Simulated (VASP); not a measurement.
Input of a VASP 6.6.1 run:

INCAR

```
SYSTEM = Cs
  PREC = Accurate
  ENCUT = 520
  EDIFF = 1E-6
  ISMEAR = 0
  SIGMA = 0.1
  LREAL = .FALSE.
  LASPH = .TRUE.
  NELM = 100
  ALGO = Fast
  ISIF = 2
  LWAVE = .FALSE.
  LCHARG = .FALSE.
  GGA = PE
  NBANDS = 10
```

KPOINTS

```
Automatic mesh
0
G
  10 10 10
  0 0 0
```

Contents of POSCAR:

```
Cs
1.0
   -3.0165689741      3.0165689741      3.0165689741
    3.0165689741     -3.0165689741      3.0165689741
    3.0165689741      3.0165689741     -3.0165689741
Cs
1
Direct
    0.0000000000      0.0000000000      0.0000000000
```

Potentials or basis: VASP PAW PBE potentials, release 64 (Cs_sv).

Launch:

```sh
$ cat potpaw_PBE.64/Cs_sv/POTCAR > POTCAR
$ mpirun -np 1 vasp_std > vasp.out
```

Question: Predict the pressure.

Answer: 0.1 GPa.

Question: Estimate the band gap on the k mesh.

Answer: Zero (an odd number of electrons rules out a gap without spin polarisation).

Caveat: spin-orbit coupling is left out, which moves the levels of the heavy elements.
